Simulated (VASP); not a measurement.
# GdHO2 in VASP: single point with PBEsol

Aim: the single point of GdHO2 with PBEsol.

All numbers are computed with VASP 6.6.1; they aren't measurements. Logs are shortened: lines on timing, memory, paths and dates and some standing lists are left out, and cuts for length are marked.

## Step 1: The cell of the first run

The cell holds a disordered packing, 16 atoms: a = 5.749 Å, b = 5.749 Å, c = 5.749 Å, α = 90.00°, β = 90.00°, γ = 90.00°.

## Step 2: Single point, PBEsol, collinear spin, ferromagnetic start

The input, INCAR:

```
SYSTEM = GdHO2
PREC = Accurate
ENCUT = 520
EDIFF = 1E-7
ISMEAR = 0
SIGMA = 0.05
LREAL = Auto
LASPH = .TRUE.
NELM = 150
ALGO = Normal
ISIF = 2
LWAVE = .FALSE.
LCHARG = .FALSE.
ISPIN = 2
MAGMOM = 7.38 7.45 7.43 7.41 0 0 0 0 0 0 0 0 0 0 0 0
LORBIT = 11
LMAXMIX = 6
GGA = PS
NBANDS = 80
```

The input, KPOINTS:

```
regular mesh
0
G
  2 2 2
  0 0 0
```

The input, POSCAR:

```
GdHO2
1.0
    5.7491702457      0.0000000000      0.0000000000
    0.0000000000      5.7491702457      0.0000000000
    0.0000000000      0.0000000000      5.7491702457
Gd H O
4 4 8
Direct
    0.4650677885      0.5519678613      0.5338853555
    0.8371172746      0.5199129607      1.0460246640
    0.9631243120      0.0282188676      0.4596326154
    0.3462041837      0.0286050704      0.9743821533
    0.9274837524      0.9612386695      0.9055155799
    0.3218840653      0.6572582728      0.1250007054
    0.5948207320      0.1953633452      0.6784369155
    0.4588849632      0.1812991142      0.3756386947
    0.0445486801      0.2018959063      0.1256636650
    0.3143189624      0.1610120331      0.6084783129
    0.2274650405      0.7278772723      0.2567814504
    0.7472575042      0.7213654039      0.3656670014
    0.5554779161      0.2521909326      0.2431295124
    0.7491554150      0.2660923519      0.7187999984
    1.0013802467      0.8303437774      0.8219141501
    0.4997356792      0.6733262610      0.8901838183
```

Potentials or basis: VASP PAW PBE potentials, release 64 (Gd, H, O).

The run is started by

```sh
cat potpaw_PBE.64/Gd/POTCAR potpaw_PBE.64/H/POTCAR potpaw_PBE.64/O/POTCAR > POTCAR
mpirun -np 1 vasp_std > vasp.out
```

OUTCAR:

```text
SYSTEM = GdHO2
   PREC = Accurate
   ENCUT = 520
   EDIFF = 1E-7
   ISMEAR = 0
   LREAL = Auto
   LASPH = .TRUE.
   NELM = 150
   ISIF = 2
   ISPIN = 2
   LORBIT = 11
   GGA = PS

 ion  position               nearest neighbor table
   1  0.465  0.552  0.534-  12 2.13  16 2.17  11 2.33  10 2.45  13 2.46  14 2.55   2 3.53
   2  0.837  0.520  0.046-   9 2.23  12 2.23  16 2.31  15 2.40  14 2.43  13 2.50   1 3.53
   3  0.963  0.028  0.460-   9 2.21  12 2.22  10 2.32  14 2.37  15 2.38  11 2.58   4 3.55
   4  0.346  0.029  0.974-   9 2.18  10 2.24  16 2.28  13 2.34  15 2.45  11 2.47   3 3.55
   5  0.927  0.961  0.906-  15 0.99
   6  0.322  0.657  0.125-  11 1.02
   7  0.595  0.195  0.678-  14 1.00
   8  0.459  0.181  0.376-  13 1.03
   9  0.045  0.202  0.126-   4 2.18   3 2.21   2 2.23
  10  0.314  0.161  0.608-   4 2.24   3 2.32   1 2.45
  11  0.227  0.728  0.257-   6 1.02   1 2.33   4 2.47   3 2.58
  12  0.747  0.721  0.366-   1 2.13   3 2.22   2 2.23
  13  0.555  0.252  0.243-   8 1.03   4 2.34   1 2.46   2 2.50
  14  0.749  0.266  0.719-   7 1.00   3 2.37   2 2.43   1 2.55
  15  0.001  0.830  0.822-   5 0.99   3 2.38   2 2.40   4 2.45
  16  0.500  0.673  0.890-   1 2.17   4 2.28   2 2.31

  LATTYP: Found a simple cubic cell.
 ALAT       =     5.7491702457

  Lattice vectors:

 A1 = (   5.7491702457,   0.0000000000,   0.0000000000)
 A2 = (   0.0000000000,   5.7491702457,   0.0000000000)
 A3 = (   0.0000000000,   0.0000000000,   5.7491702457)

Analysis of symmetry for initial positions (statically):
=====================================================================
 Subroutine PRICEL returns:
 Original cell was already a primitive cell.

 Routine SETGRP: Setting up the symmetry group for a
 simple cubic supercell.

 Subroutine GETGRP returns: Found  1 space group operations
 (whereof  1 operations were pure point group operations)
 out of a pool of 48 trial point group operations.

The static configuration has the point symmetry C_1 .

Analysis of symmetry for dynamics (positions and initial velocities):
=====================================================================
 Subroutine PRICEL returns:
 Original cell was already a primitive cell.

 Routine SETGRP: Setting up the symmetry group for a
 simple cubic supercell.

[... 171 lines left out ...]
  ---------------------------------------------------
  ext. energy  EPLUGINS =         0.00000000
  ---------------------------------------------------
  free energy    TOTEN  =      -142.80823188 eV

  energy without entropy =     -142.80823188  energy(sigma->0) =     -142.80823188

 E-fermi :   1.3511     XC(G=0): -10.6168

 val. band max:        1.0653592669   @ k =   0.0000   0.0000   0.5000
 cond. band min:       4.2603173933   @ k =   0.0000   0.0000   0.0000
 fundamental gap:      3.1949581264
 Fermi energy:         1.3510757242

 spin component 1

 k-point     1 :       0.0000    0.0000    0.0000
  band No.  band energies     occupation
      1     -41.3174      1.00000
      2     -41.2911      1.00000
      3     -41.2707      1.00000
      4     -41.2309      1.00000
      5     -19.8029      1.00000
      6     -19.7345      1.00000
[... 605 lines left out ...]
     73       0.6183      1.00000
     74       0.7339      1.00000
 Fermi energy:         1.3510757242

 spin component 2

 k-point     1 :       0.0000    0.0000    0.0000
  band No.  band energies     occupation
      1     -38.2439      1.00000
      2     -38.2052      1.00000
      3     -38.1778      1.00000
      4     -38.1473      1.00000
      5     -18.5484      1.00000
      6     -18.3851      1.00000
[... 605 lines left out ...]
     73       4.7581      0.00000
     74       4.7897      0.00000
 [bands above 74 left out]

------------------------ aborting loop because EDIFF is reached ----------------------------------------

  FORCE on cell =-STRESS in cart. coord.  units (eV):
  Direction    XX          YY          ZZ          XY          YZ          ZX
  --------------------------------------------------------------------------------------
  -------------------------------------------------------------------------------------
  Total        1.6511227     -3.6622285      1.2164597     -0.7258725     -1.0769292     -0.8920524
  in kB       13.9211280    -30.8773850     10.2563492     -6.1200561     -9.0799239     -7.5211709
  external PRESSURE =      -2.2333026 kB  Pullay stress =       0.0000000 kB

 VOLUME and BASIS-vectors are now :
 -----------------------------------------------------------------------------
  energy-cutoff  :      520.00
  volume of cell :      190.03
      direct lattice vectors                 reciprocal lattice vectors
     5.749170246  0.000000000  0.000000000     0.173938144  0.000000000  0.000000000
     0.000000000  5.749170246  0.000000000     0.000000000  0.173938144  0.000000000
     0.000000000  0.000000000  5.749170246     0.000000000  0.000000000  0.173938144

 POSITION                                       TOTAL-FORCE (eV/Angst)
 -----------------------------------------------------------------------------------
      2.67375      3.17336      3.06940        -0.291333      0.189622      0.111356
      4.81273      2.98907      0.26460         0.026596      0.102380      0.087087
      5.53717      0.16224      2.64251        -0.167393     -0.170911     -0.324737
      1.99039      0.16446      5.60189         0.199128      0.083772     -0.135387
      5.33226      5.52632      5.20596        -0.190317      0.286667      0.215197
      1.85057      3.77869      0.71865         0.079208     -0.124087     -0.096069
[... 8 lines left out ...]
      0.00794      4.77379      4.72532         0.147098     -0.400376     -0.025384
      2.87307      3.87107      5.11782        -0.084983      0.038609      0.092220
 -----------------------------------------------------------------------------------
    total drift:                                0.000551     -0.002341      0.009508

  FREE ENERGIE OF THE ION-ELECTRON SYSTEM (eV)
  ---------------------------------------------------
  free  energy   TOTEN  =      -142.8082318785 eV

  energy  without entropy=     -142.8082318785  energy(sigma->0) =     -142.80823188

 total charge

# of ion       s       p       d       f       tot
--------------------------------------------------
    1        2.030   5.642   0.515   7.048  15.235
    2        2.022   5.642   0.446   7.037  15.147
    3        2.024   5.645   0.457   7.042  15.168
    4        2.029   5.646   0.499   7.047  15.220
    5        0.591   0.125   0.000   0.000   0.716
    6        0.557   0.119   0.000   0.000   0.677
[... 8 lines left out ...]
   15        1.555   3.555   0.000   0.000   5.111
   16        1.559   3.455   0.000   0.000   5.014
--------------------------------------------------
tot         22.843  51.074   1.916  28.175 104.008

 magnetization (x)

# of ion       s       p       d       f       tot
--------------------------------------------------
    1       -0.003  -0.075   0.046   6.811   6.779
    2       -0.005  -0.076   0.038   6.827   6.784
    3       -0.005  -0.075   0.038   6.822   6.781
    4       -0.004  -0.074   0.043   6.814   6.778
    5        0.000   0.000   0.000   0.000   0.001
    6        0.000   0.000   0.000   0.000   0.000
[... 8 lines left out ...]
   15       -0.000   0.005   0.000   0.000   0.004
   16       -0.002   0.005   0.000   0.000   0.003
--------------------------------------------------
tot         -0.025  -0.273   0.165  27.275  27.142
```

It took 24 min on 1 thread of AMD EPYC 7R43 (Zen 3), shared host; peak memory 0.46 GiB.

What came out:

```yaml
Free_energy: -142.8082 eV
Pressure: -0.2 GPa
Largest_force: 0.480 eV/Å
Band_gap_on_the_k_mesh: 3.19 eV (least direct gap 3.24 eV)
Net_moment: 28.00 μB per cell
Site_moments: Gd +6.78; H +0.00; O +0.01, -0.00, +0.00 (each value once) μB
Valence_electrons_inside_the_program's_atomic_spheres: Gd 15.23, 15.15, 15.17, 15.22; H 0.72, 0.68, 0.67 (each value once); O 5.03, 5.00, 5.09, 5.11, 5.01 (each value once)
```

Forces on the atoms (eV/Å):
```
Gd  -0.291  0.190  0.111
Gd   0.027  0.102  0.087
Gd  -0.167 -0.171 -0.325
Gd   0.199  0.084 -0.135
H   -0.190  0.287  0.215
H    0.079 -0.124 -0.096
H   -0.233 -0.172 -0.115
H   -0.048 -0.118  0.027
O    0.049  0.078  0.271
O    0.100  0.133  0.103
O   -0.266  0.004  0.260
O    0.054  0.032 -0.270
O    0.467 -0.004 -0.108
O    0.160  0.041 -0.093
O    0.147 -0.400 -0.025
O   -0.085  0.039  0.092
```

Caveat: the k points lie up to 0.55 Å⁻¹ apart; the PAW data sets were made with another functional, which shifts forces and pressure a little; spin-orbit coupling is left out, which moves the levels of the heavy elements; semilocal functionals describe open f shells poorly, which spoils levels, moments and volumes. The state reached can hang on the start; a lower one may exist.
